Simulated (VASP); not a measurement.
# Mo (Im-3m) in VASP: notebook

Runs on Mo. Level: PBE. Tasks: single point, relaxation of cell and atoms.

Everything below comes from runs of VASP 6.6.1. Logs are shortened: lines on timing, memory, paths and dates and some standing lists are left out, and cuts for length are marked.

### Step 1. The cell of the first run

It takes space group Im-3m (No. 229, cubic). The conventional cell has a = 3.168 Å, b = 3.168 Å, c = 3.168 Å, α = 90.00°, β = 90.00°, γ = 90.00°. Mo (site symmetry m-3m) has 14 Mo at 2.74 to 3.17 Å within 3.6 Å.

### Step 2. Single point, PBE

File INCAR:

```
SYSTEM = Mo
PREC = Accurate
ENCUT = 520
EDIFF = 1E-6
ISMEAR = 0
SIGMA = 0.1
LREAL = .False.
LASPH = .True.
NELM = 80
ALGO = Fast
ISIF = 2
LWAVE = .False.
LCHARG = .False.
GGA = PE
NBANDS = 13
```

File KPOINTS:

```
regular mesh
0
Gamma
  8 8 8
  0 0 0
```

File POSCAR:

```
Mo
1.0
   -1.5838089719      1.5838089719      1.5838089719
    1.5838089719     -1.5838089719      1.5838089719
    1.5838089719      1.5838089719     -1.5838089719
Mo
1
Direct
    0.0000000000      0.0000000000      0.0000000000
```

Potentials or basis: VASP PAW PBE potentials, release 64 (Mo_sv).

Started as:

```
> cat potpaw_PBE.64/Mo_sv/POTCAR > POTCAR
> mpirun -np 1 vasp_std > vasp.out
```

OUTCAR:

```text
SYSTEM = Mo
   PREC = Accurate
   ENCUT = 520
   EDIFF = 1E-6
   ISMEAR = 0
   LREAL = .False.
   LASPH = .True.
   NELM = 80
   ISIF = 2
   GGA = PE

 ion  position               nearest neighbor table
   1  0.000  0.000  0.000-

  LATTYP: Found a body centered cubic cell.
 ALAT       =     3.1676179438

  Lattice vectors:

 A1 = (  -1.5838089719,   1.5838089719,   1.5838089719)
 A2 = (   1.5838089719,  -1.5838089719,   1.5838089719)
 A3 = (   1.5838089719,   1.5838089719,  -1.5838089719)

Analysis of symmetry for initial positions (statically):
=====================================================================
 Subroutine PRICEL returns:
 Original cell was already a primitive cell.

 Routine SETGRP: Setting up the symmetry group for a
 body centered cubic supercell.

 Subroutine GETGRP returns: Found 48 space group operations
 (whereof 48 operations were pure point group operations)
 out of a pool of 48 trial point group operations.

The static configuration has the point symmetry O_h .

Analysis of symmetry for dynamics (positions and initial velocities):
=====================================================================
 Subroutine PRICEL returns:
 Original cell was already a primitive cell.

 Routine SETGRP: Setting up the symmetry group for a
 body centered cubic supercell.

 Subroutine GETGRP returns: Found 48 space group operations
 (whereof 48 operations were pure point group operations)
 out of a pool of 48 trial point group operations.

The dynamic configuration has the point symmetry O_h .

 Subroutine INISYM returns: Found 48 space group operations
 (whereof 48 operations are pure point group operations),
 and found     1 'primitive' translations

----------------------------------------------------------------------------------------

                                     Primitive cell

  volume of cell :      15.8916

  direct lattice vectors                    reciprocal lattice vectors
    -1.583808972  1.583808972  1.583808972     0.000000000  0.315694638  0.315694638
     1.583808972 -1.583808972  1.583808972     0.315694638  0.000000000  0.315694638
     1.583808972  1.583808972 -1.583808972     0.315694638  0.315694638  0.000000000

  length of vectors
     2.743237609  2.743237609  2.743237609     0.446459639  0.446459639  0.446459639

  position of ions in fractional coordinates (direct lattice)
     0.000000000  0.000000000  0.000000000

  ion indices of the primitive-cell ions
   primitive index   ion index
                 1           1

----------------------------------------------------------------------------------------

 KPOINTS: regular mesh

Automatic generation of k-mesh.
 Grid dimensions read from file:
 generate k-points for:    8    8    8

 Generating k-lattice:

  Cartesian coordinates                     Fractional coordinates (reciprocal lattice)
     0.000000000  0.039461830  0.039461830     0.125000000  0.000000000  0.000000000
     0.039461830  0.000000000  0.039461830     0.000000000  0.125000000  0.000000000
     0.039461830  0.039461830  0.000000000     0.000000000  0.000000000  0.125000000

  Length of vectors
     0.055807455  0.055807455  0.055807455

  Shift w.r.t. Gamma in fractional coordinates (k-lattice)
     0.000000000  0.000000000  0.000000000

 Subroutine IBZKPT returns following result:
 ===========================================

 Found     29 irreducible k-points:

 Following reciprocal coordinates:
            Coordinates               Weight
  0.000000  0.000000  0.000000      1.000000
  0.125000  0.000000  0.000000     12.000000
  0.250000  0.000000  0.000000     12.000000
  0.375000  0.000000  0.000000     12.000000
  0.500000  0.000000  0.000000      6.000000
  0.125000  0.125000  0.000000     24.000000
[... 16 lines left out ...]
 -0.250000  0.250000  0.250000      6.000000
 -0.375000  0.375000  0.250000     24.000000
 [... further k-points ...]
   k-points           NKPTS =     29   k-points in BZ     NKDIM =     29   number of bands    NBANDS=     13
   number of dos      NEDOS =    301   number of ions     NIONS =      1
   total plane-waves  NPLWV =   8000
   dimension x,y,z NGX =    20 NGY =   20 NGZ =   20
   dimension x,y,z NGXF=    40 NGYF=   40 NGZF=   40
   ions per type =               1
   NGX,Y,Z   is equivalent  to a cutoff of  12.12, 12.12, 12.12 a.u.
   NGXF,Y,Z  is equivalent  to a cutoff of  24.24, 24.24, 24.24 a.u.
 SYSTEM =  Mo
   PREC   = accura    normal or accurate (medium, high low for compatibility)
   ISTART =      0    job   : 0-new  1-cont  2-samecut
   ICHARG =      2    charge: 1-file 2-atom 10-const
   ISPIN  =      1    spin polarized calculation?
   LNONCOLLINEAR =      F non collinear calculations
   LSORBIT =      F    spin-orbit coupling
   LASPH  =      T    aspherical Exc in radial PAW
   ENCUT  =  520.0 eV  38.22 Ry    6.18 a.u.   5.10  5.10  5.10*2*pi/ulx,y,z
   NELM   =     80;   NELMIN=  2; NELMDL= -5     # of ELM steps
   EDIFF  = 0.1E-05   stopping-criterion for ELM
   LREAL  =      F    real-space projection
   EDIFFG = 0.1E-04   stopping-criterion for IOM
   NSW    =      0    number of steps for IOM
   IBRION =     -1    ionic relax: 0-MD 1-quasi-New 2-CG
   NFREE  =      0    steps in history (QN), initial steepest desc. (CG)
   ISIF   =      2    stress and relaxation
   ISYM   =      2    0-nonsym 1-usesym 2-fastsym
   POTIM  = 0.5000    time-step for ionic-motion
   TEBEG  =    0.0;   TEEND  =   0.0 temperature during run
   PSTRESS=    0.0 pullay stress
   NELECT =      14.0000    total number of electrons
   NUPDOWN=      -1.0000    fix difference up-down
   EMIN   =  10.00;   EMAX   =-10.00  energy-range for DOS
   EFERMI =   0.00;   METHOD = LEGACY
   ISMEAR =     0;   SIGMA  =   0.10  broadening in eV -4-tet -1-fermi 0-gaus
   EFERMI_NEDOS =   21; number of points for ismear=-14 and -15
   IALGO  =     68    algorithm
   IMIX   =      4    mixing-type and parameters
     AMIX     =   0.40;   BMIX     =  1.00
     AMIX_MAG =   1.60;   BMIX_MAG =  1.00
  volume/ion in A,a.u.               =      15.89       107.24
  Fermi-wavevector in a.u.,A,eV,Ry     =   1.569380  2.965698 33.510508  2.462953
  Thomas-Fermi vector in A             =   2.671271
   LORBIT       =      0    0 simple, 1 ext, 2 COOP (PROOUT), +10 PAW based schemes
   GGA     = PE    functional components
   LHFCALC =     F    Hartree Fock is set to
   AEXX    =    0.0000 exact exchange contribution
   IVDW    =     0    specifies the selected vdW correction
   LEPSILON=     F    determine dielectric tensor
   LRPA    =     F    only Hartree local field effects (RPA)
 non-spin polarized calculation
 RMM-DIIS sequential band-by-band and
 Gauss-broadening in eV      SIGMA  =   0.10
  energy-cutoff  :      520.00
  volume of cell :       15.89
 maximum number of plane-waves:       439
   NGX = 11   NGY = 11   NGZ = 11

 number of electron      14.0000005 magnetization

 Free energy of the ion-electron system (eV)
  ---------------------------------------------------
  ext. energy  EPLUGINS =         0.00000000
  ---------------------------------------------------
  free energy    TOTEN  =       -10.91529052 eV

  energy without entropy =      -10.91105512  energy(sigma->0) =      -10.91317282

 E-fermi :  12.2044     XC(G=0): -13.2994

 val. band max:       12.2014665748   @ k =  -0.2500   0.2500   0.1250
 cond. band min:      12.2989197337   @ k =   0.3750   0.0000   0.0000
 fundamental gap:      0.0974531589
 Fermi energy:        12.2044408311

 k-point     1 :       0.0000    0.0000    0.0000
  band No.  band energies     occupation
      1     -48.9618      2.00000
      2     -22.2643      2.00000
      3     -22.2643      2.00000
      4     -22.2643      2.00000
      5       5.1486      2.00000
      6      10.9905      2.00000
      7      10.9905      2.00000
      8      10.9905      2.00000
      9      13.9555      0.00000
     10      13.9555      0.00000
     11      27.1360      0.00000
     12      27.1360      0.00000
     13      27.1360      0.00000

 k-point     2 :       0.1250    0.0000    0.0000
  band No.  band energies     occupation
      1     -48.9262      2.00000
      2     -22.4704      2.00000
      3     -22.3284      2.00000
      4     -22.2657      2.00000
      5       5.7972      2.00000
      6      10.6361      2.00000
      7      10.9029      2.00000
      8      11.6166      2.00000
      9      13.5343      0.00000
     10      13.9738      0.00000
     11      27.5344      0.00000
     12      28.2225      0.00000
     13      28.2493      0.00000

 k-point     3 :       0.2500    0.0000    0.0000
  band No.  band energies     occupation
      1     -48.8393      2.00000
      2     -22.9504      2.00000
      3     -22.4803      2.00000
      4     -22.2694      2.00000
      5       7.1050      2.00000
      6       9.8855      2.00000
      7      10.7860      2.00000
      8      13.3533      0.00000
      9      13.4366      0.00000
     10      14.1120      0.00000
     11      27.0702      0.00000
     12      28.3224      0.00000
     13      31.1999      0.00000
[... 305 lines left out ...]
 k-point    23 :      -0.2500    0.2500    0.2500
  band No.  band energies     occupation
      1     -48.7344      2.00000
      2     -22.9755      2.00000
      3     -22.7148      2.00000
      4     -22.7148      2.00000
      5       8.6078      2.00000
      6       9.7301      2.00000
      7      11.7158      2.00000
      8      11.7158      2.00000
      9      13.1781      0.00000
     10      15.6679      0.00000
     11      27.4331      0.00000
     12      30.4112      0.00000
     13      30.7024      0.00000

 k-point    24 :      -0.3750    0.3750    0.2500
  band No.  band energies     occupation
      1     -48.6591      2.00000
      2     -23.2510      2.00000
      3     -22.8753      2.00000
      4     -22.7540      2.00000
      5       8.4718      2.00000
      6       9.0199      2.00000
      7      11.7114      2.00000
      8      12.5290      0.00000
      9      15.1441      0.00000
     10      17.2136      0.00000
     11      25.9259      0.00000
     12      27.9368      0.00000
     13      29.0409      0.00000

 [... further k-points ...]

------------------------ aborting loop because EDIFF is reached ----------------------------------------

  FORCE on cell =-STRESS in cart. coord.  units (eV):
  Direction    XX          YY          ZZ          XY          YZ          ZX
  --------------------------------------------------------------------------------------
  -------------------------------------------------------------------------------------
  Total       -0.0474432     -0.0474432     -0.0474432      0.0000000      0.0000000     -0.0000000
  in kB       -4.7831697     -4.7831697     -4.7831697      0.0000000      0.0000000     -0.0000000
  external PRESSURE =      -4.7831697 kB  Pullay stress =       0.0000000 kB

 VOLUME and BASIS-vectors are now :
 -----------------------------------------------------------------------------
  energy-cutoff  :      520.00
  volume of cell :       15.89
      direct lattice vectors                 reciprocal lattice vectors
    -1.583808972  1.583808972  1.583808972     0.000000000  0.315694638  0.315694638
     1.583808972 -1.583808972  1.583808972     0.315694638  0.000000000  0.315694638
     1.583808972  1.583808972 -1.583808972     0.315694638  0.315694638  0.000000000

 POSITION                                       TOTAL-FORCE (eV/Angst)
 -----------------------------------------------------------------------------------
      0.00000      0.00000      0.00000         0.000000     -0.000000     -0.000000
 -----------------------------------------------------------------------------------
    total drift:                                0.000000     -0.000000      0.000000

  FREE ENERGIE OF THE ION-ELECTRON SYSTEM (eV)
  ---------------------------------------------------
  free  energy   TOTEN  =       -10.9152905188 eV

  energy  without entropy=      -10.9110551154  energy(sigma->0) =      -10.91317282
```

It took 8.2 s on 1 thread of Intel Xeon 6975P-C, shared host; peak memory 0.12 GiB.

What came out:

- Free energy: -10.9153 eV
- Pressure: -0.5 GPa
- Band gap on the k mesh: zero (band 7 reaches 16.21 eV, above the bottom of band 8 at 10.99 eV)

Levels at points of the mesh, in eV from the Fermi level:
| k point | band 3 | band 4 | band 5 | band 6 | band 7 | band 8 | band 9 | band 10 | band 11 | band 12 |
| --- | --- | --- | --- | --- | --- | --- | --- | --- | --- | --- |
| (0.00, 0.00, 0.00) | -34.47 | -34.47 | -7.06 | -1.21 | -1.21 | -1.21 | 1.75 | 1.75 | 14.93 | 14.93 |
| (0.50, 0.00, 0.00) | -34.89 | -34.48 | -5.10 | -3.20 | 1.69 | 1.77 | 2.38 | 4.74 | 11.51 | 12.05 |
| (0.50, 0.50, 0.50) | -35.39 | -35.39 | -5.19 | -5.19 | 4.00 | 4.00 | 4.00 | 9.06 | 9.06 | 9.06 |

### Step 3. Single point, PBE

This run uses another cell than the first one, of 15.79 Å³/atom, 0.993 times its volume.

File INCAR:

```
  PREC = Accurate
  ENCUT = 520
  EDIFF = 1E-7
  ISMEAR = 0
  SIGMA = 0.1
  LREAL = F
  LASPH = T
  NELM = 100
  ALGO = Normal
  ISIF = 2
  LWAVE = F
  LCHARG = F
  GGA = PE
  NBANDS = 13
```

File KPOINTS:

```
Automatic mesh
0
Gamma
  18 18 18
```

File POSCAR:

```
Mo
1.0
   -1.5803010937      1.5803010937      1.5803010937
    1.5803010937     -1.5803010937      1.5803010937
    1.5803010937      1.5803010937     -1.5803010937
Mo
1
Direct
    0.0000000000      0.0000000000      0.0000000000
```

Potentials or basis: VASP PAW PBE potentials, release 64 (Mo_sv).

Started as:

```
> cat potpaw_PBE.64/Mo_sv/POTCAR > POTCAR
> mpirun -np 1 vasp_std > vasp.out
```

It took 42 s on 1 thread of Intel Xeon 6975P-C, shared host; peak memory 0.15 GiB.

It converged, with:

```
Free energy            : -10.9350 eV
Pressure               : 0.5 GPa
Band gap on the k mesh : zero (band 7 reaches 16.36 eV, above the bottom of band 8 at 11.09 eV)
```

Levels at points of the mesh, in eV from the Fermi level:
| k point | band 5 | band 6 | band 7 | band 8 | band 9 | band 10 |
| --- | --- | --- | --- | --- | --- | --- |
| (0.00, 0.00, 0.00) | -7.22 | -1.36 | -1.36 | -1.36 | 1.63 | 1.63 |
| (0.50, 0.00, 0.00) | -5.28 | -3.37 | 1.57 | 1.65 | 2.27 | 4.66 |
| (0.50, 0.50, 0.50) | -5.38 | -5.38 | 3.91 | 3.91 | 3.91 | 8.97 |

### Step 4. Relaxation of cell and atoms, PBE

File INCAR:

```
SYSTEM = Mo
PREC = Accurate
ENCUT = 600
EDIFF = 1E-6
ISMEAR = 0
SIGMA = 0.1
LREAL = .False.
LASPH = .True.
NELM = 80
ALGO = Normal
ISIF = 3
LWAVE = .False.
LCHARG = .False.
GGA = PE
IBRION = 2
NSW = 100
EDIFFG = -0.005
```

File KPOINTS:

```
Automatic mesh
0
Gamma
  18 18 18
  0 0 0
```

File POSCAR:

```
Mo
1.0
   -1.5838089719      1.5838089719      1.5838089719
    1.5838089719     -1.5838089719      1.5838089719
    1.5838089719      1.5838089719     -1.5838089719
Mo
1
Direct
    0.0000000000      0.0000000000      0.0000000000
```

Started as:

```
> cat potpaw_PBE.64/Mo_sv/POTCAR > POTCAR
> mpirun -np 1 vasp_std > vasp.out
```

Wall time 79 s (1 thread of Intel Xeon 6975P-C, shared host); peak memory 0.18 GiB.

Results (log left out):

```yaml
Free_energy: -10.9352 eV
Relaxed_volume: 15.81 Å³/atom
Relaxed_cell: a = 2.738 Å, b = 2.738 Å, c = 2.738 Å, α = 109.47°, β = 109.47°, γ = 109.47°
Space_group_after_relaxing_to_0.05_Å: Im-3m (No. 229)
Energy_gained_by_relaxing: 0.4 meV/atom
Ionic_steps: 3
Pressure_after_relaxing: 0.0 GPa
Band_gap_on_the_k_mesh: zero (band 7 reaches 16.33 eV, above the bottom of band 8 at 11.07 eV)
```

The path:
```
step  energy change (eV)  largest force (eV/Å)  pressure (GPa)  volume (Å³)
   1              0.0000                0.0000           -1.35        15.89
   2              0.0022                0.0000            3.81        15.59
   3             -0.0004                0.0000            0.00        15.81
```

Final structure:
```
CELL_PARAMETERS angstrom
-1.58102 1.58102 1.58102
1.58102 -1.58102 1.58102
1.58102 1.58102 -1.58102
ATOMIC_POSITIONS crystal
Mo 0.00000 0.00000 0.00000
```

Levels at points of the mesh, in eV from the Fermi level:
| k point | band 5 | band 6 | band 7 | band 8 | band 9 | band 10 |
| --- | --- | --- | --- | --- | --- | --- |
| (0.00, 0.00, 0.00) | -7.22 | -1.36 | -1.36 | -1.36 | 1.62 | 1.62 |
| (0.50, 0.00, 0.00) | -5.27 | -3.37 | 1.57 | 1.65 | 2.27 | 4.65 |
| (0.50, 0.50, 0.50) | -5.37 | -5.37 | 3.90 | 3.90 | 3.90 | 8.96 |

### Step 5. Single point, PBE

This run uses another cell than the first one, of 14.01 Å³/atom, 0.882 times its volume.

File INCAR:

```
PREC = Accurate
ENCUT = 520
EDIFF = 1E-6
ISMEAR = 0
SIGMA = 0.1
LREAL = False
LASPH = True
NELM = 60
ALGO = Normal
ISIF = 2
LWAVE = False
LCHARG = True
GGA = PE
LELF = True
LVHAR = True
NBANDS = 13
```

File KPOINTS:

```
regular mesh
0
Gamma
  18 18 18
```

File POSCAR:

```
Mo
1.0
   -1.5187516411      1.5187516411      1.5187516411
    1.5187516411     -1.5187516411      1.5187516411
    1.5187516411      1.5187516411     -1.5187516411
Mo
1
Direct
    0.0000000000      0.0000000000      0.0000000000
```

Started as:

```
> cat potpaw_PBE.64/Mo_sv/POTCAR > POTCAR
> mpirun -np 1 vasp_std > vasp.out
```

Run time: 21 s. Hardware: 1 thread of Intel Xeon Platinum 8259CL at 2.50GHz (Skylake/Cascade Lake), shared host; peak memory 0.14 GiB.

The run converged. Its results:

```
Free energy            : -10.7278 eV
Pressure               : 40.9 GPa
Band gap on the k mesh : zero (band 7 reaches 19.07 eV, above the bottom of band 8 at 12.84 eV)
```

Levels at points of the mesh, in eV from the Fermi level:
| k point | band 3 | band 4 | band 5 | band 6 | band 7 | band 8 | band 9 | band 10 | band 11 | band 12 |
| --- | --- | --- | --- | --- | --- | --- | --- | --- | --- | --- |
| (0.00, 0.00, 0.00) | -34.34 | -34.34 | -7.60 | -1.64 | -1.64 | -1.64 | 1.81 | 1.81 | 14.93 | 14.93 |
| (0.50, 0.00, 0.00) | -34.95 | -34.36 | -6.06 | -4.01 | 1.92 | 2.08 | 2.64 | 5.52 | 12.12 | 13.41 |
| (0.50, 0.50, 0.50) | -35.67 | -35.67 | -6.39 | -6.39 | 4.60 | 4.60 | 4.60 | 9.93 | 9.93 | 9.93 |

### Step 6. The runs side by side

```tsv
task	cell	k mesh	cutoff (eV)	gap on the mesh (eV)	pressure (GPa)
single point	a = 2.743 Å, angles 109.5°, 1 atom	8 × 8 × 8	520	none	-0.5
single point	a = 2.737 Å, angles 109.5°, 1 atom	18 × 18 × 18	520	none	0.5
relaxation of cell and atoms	relaxed from a = 2.743 Å, angles 109.5°, 1 atom	18 × 18 × 18	600	none	0.0
single point	a = 2.631 Å, angles 109.5°, 1 atom	18 × 18 × 18	520	none	40.9
```

Alike in all rows: level PBE; potentials or basis VASP PAW PBE potentials, release 64 (Mo_sv); no spin polarisation; smearing gaussian 0.1 eV.

Absolute energies hang on the potentials; compare differences alone.
